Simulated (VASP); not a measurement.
# ZnO (zincite) (P6_3mc) in VASP: further runs, part 2 of 2

VASP 6.6.1. Earlier steps stand in the parts before.

### 3 Single point, PBEsol

This run uses another cell than the first one, of 11.79 Å³/atom, 1.040 times its volume.

File INCAR:

```
PREC = Accurate ; ENCUT = 520
EDIFF = 1E-7 ; ISMEAR = -1
SIGMA = 0.02 ; LREAL = False
LASPH = True ; NELM = 60
ALGO = Normal ; ISIF = 2
LWAVE = False ; LCHARG = False
GGA = PS ; NBANDS = 26
```

File KPOINTS:

```
Automatic mesh
0
Gamma
  12 12 6
```

File POSCAR:

```
ZnO
1.0
    3.2308102247      0.0000000000      0.0000000000
   -1.6154051124      2.7979637294      0.0000000000
    0.0000000000      0.0000000000      5.2159637221
Zn O
2 2
Direct
    0.3333333333      0.6666666667      0.5000504722
    0.6666666667      0.3333333333      0.0000504722
    0.6666666667      0.3333333333      0.3789595278
    0.3333333333      0.6666666667      0.8789595278
```

Potentials or basis: VASP PAW PBE potentials, release 64 (Zn, O).

The run is started by

```sh
$ cat potpaw_PBE.64/Zn/POTCAR potpaw_PBE.64/O/POTCAR > POTCAR
$ mpirun -np 1 vasp_std > vasp.out
```

OUTCAR:

```text
PREC = Accurate
   ENCUT = 520
   EDIFF = 1E-7
   ISMEAR = -1
   LREAL = False
   LASPH = True
   NELM = 60
   ISIF = 2
   GGA = PS

 ion  position               nearest neighbor table
   1  0.333  0.667  0.500-   3 1.97   3 1.97   3 1.97   4 1.98
   2  0.667  0.333  0.000-   4 1.97   4 1.97   4 1.97   3 1.98
   3  0.667  0.333  0.379-   1 1.97   1 1.97   1 1.97   2 1.98
   4  0.333  0.667  0.879-   2 1.97   2 1.97   2 1.97   1 1.98

  LATTYP: Found a hexagonal cell.
 ALAT       =     3.2308102247
 C/A-ratio  =     1.6144444766

  Lattice vectors:

 A1 = (   3.2308102247,   0.0000000000,   0.0000000000)
 A2 = (  -1.6154051124,   2.7979637294,   0.0000000000)
 A3 = (   0.0000000000,   0.0000000000,   5.2159637221)

Analysis of symmetry for initial positions (statically):
=====================================================================
 Subroutine PRICEL returns:
 Original cell was already a primitive cell.

 Routine SETGRP: Setting up the symmetry group for a
 hexagonal supercell.

 Subroutine GETGRP returns: Found 12 space group operations
 (whereof  6 operations were pure point group operations)
 out of a pool of 24 trial point group operations.

The static configuration has the point symmetry C_3v.
 The point group associated with its full space group is C_6v.

Analysis of symmetry for dynamics (positions and initial velocities):
=====================================================================
 Subroutine PRICEL returns:
 Original cell was already a primitive cell.

 Routine SETGRP: Setting up the symmetry group for a
 hexagonal supercell.

 Subroutine GETGRP returns: Found 12 space group operations
 (whereof  6 operations were pure point group operations)
 out of a pool of 24 trial point group operations.

The dynamic configuration has the point symmetry C_3v.
 The point group associated with its full space group is C_6v.

 Subroutine INISYM returns: Found 12 space group operations
 (whereof  6 operations are pure point group operations),
 and found     1 'primitive' translations

----------------------------------------------------------------------------------------

                                     Primitive cell

  volume of cell :      47.1507

  direct lattice vectors                    reciprocal lattice vectors
     3.230810225  0.000000000  0.000000000     0.309519882  0.178701387  0.000000000
    -1.615405112  2.797963729  0.000000000     0.000000000  0.357402775  0.000000000
     0.000000000  0.000000000  5.215963722     0.000000000  0.000000000  0.191719125

  length of vectors
     3.230810225  3.230810225  5.215963722     0.357402775  0.357402775  0.191719125

  position of ions in fractional coordinates (direct lattice)
     0.333333333  0.666666667  0.500050472
     0.666666667  0.333333333  0.000050472
     0.666666667  0.333333333  0.378959528
     0.333333333  0.666666667  0.878959528

  ion indices of the primitive-cell ions
   primitive index   ion index
                 1           1
                 2           2
                 3           3
                 4           4

----------------------------------------------------------------------------------------

 KPOINTS: Automatic mesh

Automatic generation of k-mesh.
 Grid dimensions read from file:
 generate k-points for:   12   12    6

 Generating k-lattice:

  Cartesian coordinates                     Fractional coordinates (reciprocal lattice)
     0.025793324  0.014891782  0.000000000     0.083333333 -0.000000000  0.000000000
     0.000000000  0.029783565  0.000000000     0.000000000  0.083333333  0.000000000
     0.000000000  0.000000000  0.031953187     0.000000000  0.000000000  0.166666667

  Length of vectors
     0.029783565  0.029783565  0.031953187

  Shift w.r.t. Gamma in fractional coordinates (k-lattice)
     0.000000000  0.000000000  0.000000000

 Subroutine IBZKPT returns following result:
 ===========================================

 Found     76 irreducible k-points:

 Following reciprocal coordinates:
            Coordinates               Weight
  0.000000  0.000000  0.000000      1.000000
  0.083333 -0.000000  0.000000      6.000000
  0.166667  0.000000  0.000000      6.000000
  0.250000  0.000000  0.000000      6.000000
  0.333333  0.000000  0.000000      6.000000
  0.416667  0.000000  0.000000      6.000000
[... 16 lines left out ...]
  0.250000  0.000000  0.166667     12.000000
  0.333333  0.000000  0.166667     12.000000
 [... further k-points ...]
   k-points           NKPTS =     76   k-points in BZ     NKDIM =     76   number of bands    NBANDS=     26
   number of dos      NEDOS =    301   number of ions     NIONS =      4
   total plane-waves  NPLWV =  23040
   dimension x,y,z NGX =    24 NGY =   24 NGZ =   40
   dimension x,y,z NGXF=    48 NGYF=   48 NGZF=   80
   ions per type =               2   2
   NGX,Y,Z   is equivalent  to a cutoff of  12.35, 12.35, 12.75 a.u.
   NGXF,Y,Z  is equivalent  to a cutoff of  24.70, 24.70, 25.50 a.u.
 SYSTEM =  unknown system
   PREC   = accura    normal or accurate (medium, high low for compatibility)
   ISTART =      0    job   : 0-new  1-cont  2-samecut
   ICHARG =      2    charge: 1-file 2-atom 10-const
   ISPIN  =      1    spin polarized calculation?
   LNONCOLLINEAR =      F non collinear calculations
   LSORBIT =      F    spin-orbit coupling
   LASPH  =      T    aspherical Exc in radial PAW
   ENCUT  =  520.0 eV  38.22 Ry    6.18 a.u.   6.01  6.01  9.70*2*pi/ulx,y,z
   NELM   =     60;   NELMIN=  2; NELMDL= -5     # of ELM steps
   EDIFF  = 0.1E-06   stopping-criterion for ELM
   LREAL  =      F    real-space projection
   EDIFFG = 0.1E-05   stopping-criterion for IOM
   NSW    =      0    number of steps for IOM
   IBRION =     -1    ionic relax: 0-MD 1-quasi-New 2-CG
   NFREE  =      0    steps in history (QN), initial steepest desc. (CG)
   ISIF   =      2    stress and relaxation
   ISYM   =      2    0-nonsym 1-usesym 2-fastsym
   POTIM  = 0.5000    time-step for ionic-motion
   TEBEG  =    0.0;   TEEND  =   0.0 temperature during run
   PSTRESS=    0.0 pullay stress
   NELECT =      36.0000    total number of electrons
   NUPDOWN=      -1.0000    fix difference up-down
   EMIN   =  10.00;   EMAX   =-10.00  energy-range for DOS
   EFERMI =   0.00;   METHOD = LEGACY
   ISMEAR =    -1;   SIGMA  =   0.02  broadening in eV -4-tet -1-fermi 0-gaus
   EFERMI_NEDOS =   21; number of points for ismear=-14 and -15
   IALGO  =     38    algorithm
   IMIX   =      4    mixing-type and parameters
     AMIX     =   0.40;   BMIX     =  1.00
     AMIX_MAG =   1.60;   BMIX_MAG =  1.00
  volume/ion in A,a.u.               =      11.79        79.55
  Fermi-wavevector in a.u.,A,eV,Ry     =   1.496280  2.827560 30.461469  2.238855
  Thomas-Fermi vector in A             =   2.608317
   LORBIT       =      0    0 simple, 1 ext, 2 COOP (PROOUT), +10 PAW based schemes
   GGA     = PS    functional components
   LHFCALC =     F    Hartree Fock is set to
   AEXX    =    0.0000 exact exchange contribution
   IVDW    =     0    specifies the selected vdW correction
   LEPSILON=     F    determine dielectric tensor
   LRPA    =     F    only Hartree local field effects (RPA)
 non-spin polarized calculation
  energy-cutoff  :      520.00
  volume of cell :       47.15
 maximum number of plane-waves:      1290
   NGX = 13   NGY = 13   NGZ = 19

 number of electron      36.0000014 magnetization

 Free energy of the ion-electron system (eV)
  ---------------------------------------------------
  ext. energy  EPLUGINS =         0.00000000
  ---------------------------------------------------
  free energy    TOTEN  =       -19.41087738 eV

  energy without entropy =      -19.41087738  energy(sigma->0) =      -19.41087738

 E-fermi :   1.4976     XC(G=0): -11.2369

 val. band max:        1.1397748209   @ k =   0.0000   0.0000   0.0000
 cond. band min:       1.8288464801   @ k =   0.0000   0.0000   0.0000
 fundamental gap:      0.6890716592
 Fermi energy:         1.4976002024

 k-point     1 :       0.0000    0.0000    0.0000
  band No.  band energies     occupation
      1     -16.9838      2.00000
      2     -16.2298      2.00000
      3      -4.6648      2.00000
      4      -4.6250      2.00000
      5      -4.6250      2.00000
      6      -4.5822      2.00000
[... 18 lines left out ...]
     25      15.2556      0.00000
     26      15.2556      0.00000
[... 644 lines left out ...]
      4      -4.7157      2.00000
      5      -4.3880      2.00000
      6      -4.2476      2.00000
[... 18 lines left out ...]
     25      14.4989      0.00000
     26      15.1178      0.00000

 [... further k-points ...]
[... 5 lines left out ...]
  --------------------------------------------------------------------------------------
  -------------------------------------------------------------------------------------
  Total        0.2593718      0.2593718      0.2604906     -0.0000000      0.0000000      0.0000000
  in kB        8.8134375      8.8134375      8.8514522     -0.0000000      0.0000000      0.0000000
  external PRESSURE =       8.8261091 kB  Pullay stress =       0.0000000 kB

 VOLUME and BASIS-vectors are now :
 -----------------------------------------------------------------------------
  energy-cutoff  :      520.00
  volume of cell :       47.15
      direct lattice vectors                 reciprocal lattice vectors
     3.230810225  0.000000000  0.000000000     0.309519882  0.178701387  0.000000000
    -1.615405112  2.797963729  0.000000000     0.000000000  0.357402775  0.000000000
     0.000000000  0.000000000  5.215963722     0.000000000  0.000000000  0.191719125

 POSITION                                       TOTAL-FORCE (eV/Angst)
 -----------------------------------------------------------------------------------
     -0.00000      1.86531      2.60825        -0.000000      0.000000      0.000694
      1.61541      0.93265      0.00026         0.000000     -0.000000      0.000694
      1.61541      0.93265      1.97664        -0.000000      0.000000     -0.000694
     -0.00000      1.86531      4.58462         0.000000     -0.000000     -0.000694
 -----------------------------------------------------------------------------------
    total drift:                                0.000000      0.000000     -0.000450

  FREE ENERGIE OF THE ION-ELECTRON SYSTEM (eV)
  ---------------------------------------------------
  free  energy   TOTEN  =       -19.4108773795 eV

  energy  without entropy=      -19.4108773794  energy(sigma->0) =      -19.41087738
```

stdout:

```text
POSCAR found type information on POSCAR ZnO
 POSCAR found :  2 types and       4 ions
 scaLAPACK will be used
 -----------------------------------------------------------------------------
|                                                                             |
|                                                                             |
|     You enforced a specific xc type in the INCAR file but a different       |
|     I HOPE YOU KNOW WHAT YOU ARE DOING!                                     |
|                                                                             |
 -----------------------------------------------------------------------------

 LDA part: xc-table for (Slater+PW92), standard interpolation
 POSCAR, INCAR and KPOINTS ok, starting setup
 FFT: planning ... GRIDC
 FFT: planning ... GRID_SOFT
 FFT: planning ... GRID
 WAVECAR not read
 entering main loop
```

It took 33 s on 1 thread of Intel Xeon Platinum 8559C (Emerald Rapids), shared host; peak memory 0.2 GiB.

Results:

```yaml
Free_energy: -19.4109 eV
Pressure: 0.9 GPa
Band_gap_on_the_k_mesh: 0.69 eV, direct
```

Levels at points of the mesh, in eV from the valence-band top:
| k point | band 16 | band 17 | band 18 | band 19 | band 20 | band 21 |
| --- | --- | --- | --- | --- | --- | --- |
| (0.00, 0.00, 0.00) | -0.09 | 0.00 | 0.00 | 0.69 | 5.15 | 8.10 |
| (0.50, 0.00, 0.00) | -2.32 | -1.33 | -0.86 | 5.72 | 6.72 | 7.43 |
| (0.00, 0.00, 0.50) | -0.40 | -0.40 | -0.40 | 3.38 | 3.38 | 9.96 |
| (0.50, 0.00, 0.50) | -1.54 | -1.41 | -1.41 | 5.57 | 5.57 | 8.40 |

Caveat: the PAW data sets were made with another functional, which shifts forces and pressure a little.

### 4 Single point, PBE

This run uses another cell than the first one, of 12.33 Å³/atom, 1.088 times its volume.

File INCAR:

```
  ALGO = Normal
  EDIFF = 1E-7
  ENCUT = 520
  GGA = PE
  ISIF = 2
  ISMEAR = -1
  LASPH = T
  LCHARG = T
  LELF = T
  LREAL = F
  LVHAR = T
  LWAVE = F
  NBANDS = 26
  NELM = 100
  PREC = Accurate
  SIGMA = 0.02
```

File KPOINTS:

```
k-points
0
Gamma
  12 12 6
```

File POSCAR:

```
ZnO
1.0
    3.2798924662      0.0000000000      0.0000000000
   -1.6399462331      2.8404701974      0.0000000000
    0.0000000000      0.0000000000      5.2939991033
Zn O
2 2
Direct
    0.3333333333      0.6666666667      0.4999632668
    0.6666666667      0.3333333333     -0.0000367332
    0.6666666667      0.3333333333      0.3790467332
    0.3333333333      0.6666666667      0.8790467332
```

The run is started by

```sh
$ cat potpaw_PBE.64/Zn/POTCAR potpaw_PBE.64/O/POTCAR > POTCAR
$ mpirun -np 1 vasp_std > vasp.out
```

Wall time 37 s (1 thread of Intel Xeon Platinum 8559C (Emerald Rapids), shared host); peak memory 0.21 GiB.

The run converged. Its results:

```yaml
Free_energy: -17.8611 eV
Pressure: 0.9 GPa
Band_gap_on_the_k_mesh: 0.73 eV, direct
```

Levels at points of the mesh, in eV from the valence-band top:
```csv
k point,band 15,band 16,band 17,band 18,band 19,band 20,band 21,band 22
"(0.00, 0.00, 0.00)",-0.75,-0.08,0.00,0.00,0.73,5.09,8.07,12.73
"(0.50, 0.00, 0.00)",-2.72,-2.14,-1.23,-0.79,5.62,6.82,7.52,8.26
"(0.00, 0.00, 0.50)",-0.37,-0.37,-0.37,-0.37,3.36,3.36,9.91,9.91
"(0.50, 0.00, 0.50)",-1.43,-1.43,-1.32,-1.32,5.64,5.64,8.22,8.22
```

### 5 The runs side by side

| level | potentials or basis | cell | gap on the mesh (eV) | pressure (GPa) |
| --- | --- | --- | --- | --- |
| LDA | VASP PAW LDA potentials, release 64 (Zn, O) | a = 3.187, b = 3.187, c = 5.153 Å, angles 90.0, 90.0, 120.0°, 4 atoms | 0.81 | 1.1 |
| PBEsol | VASP PAW PBE potentials, release 64 (Zn, O) | a = 3.231, b = 3.231, c = 5.216 Å, angles 90.0, 90.0, 120.0°, 4 atoms | 0.69 | 0.9 |
| PBE | VASP PAW PBE potentials, release 64 (Zn, O) | a = 3.280, b = 3.280, c = 5.294 Å, angles 90.0, 90.0, 120.0°, 4 atoms | 0.73 | 0.9 |

Alike in all rows: task single point; no spin polarisation; k mesh 12 × 12 × 6; cutoff (eV) 520; smearing fermi-dirac 0.02 eV.

Caveats: the PAW data sets were made with another functional, which shifts forces and pressure a little (some runs).

Total energies depend on the potentials used, so only differences within one code and one set of settings carry meaning.

### 6 How close it comes

Step 2. Against the measured gap of ZnO, 3.37 eV (quoted in “Electronic structure of alkaline earth and post-transition metal oxides”, 2009, arxiv:0908.1581), the calculated 0.81 eV is off by -2.56 eV. So large a miss can be the level of theory's own, or it may mean another phase, state or a wrong row. The value is that of LDA, without temperature or zero-point motion. Semilocal functionals fall short of measured gaps as a rule.

Step 3. A measured gap of ZnO is 3.37 eV (quoted in “Electronic structure of alkaline earth and post-transition metal oxides”, 2009, arxiv:0908.1581); the calculated 0.69 eV misses it by -2.68 eV. So large a miss can be the level of theory's own, or it may mean another phase, state or a wrong row. The value is that of PBEsol, without temperature or zero-point motion. Semilocal functionals fall short of measured gaps as a rule.

Step 4. Measured gap of ZnO: 3.37 eV (quoted in “Electronic structure of alkaline earth and post-transition metal oxides”, 2009, arxiv:0908.1581). This calculation gives 0.73 eV (-2.64 eV). So large a miss can be the level of theory's own, or it may mean another phase, state or a wrong row. The value is that of PBE, without temperature or zero-point motion. Semilocal functionals fall short of measured gaps as a rule.
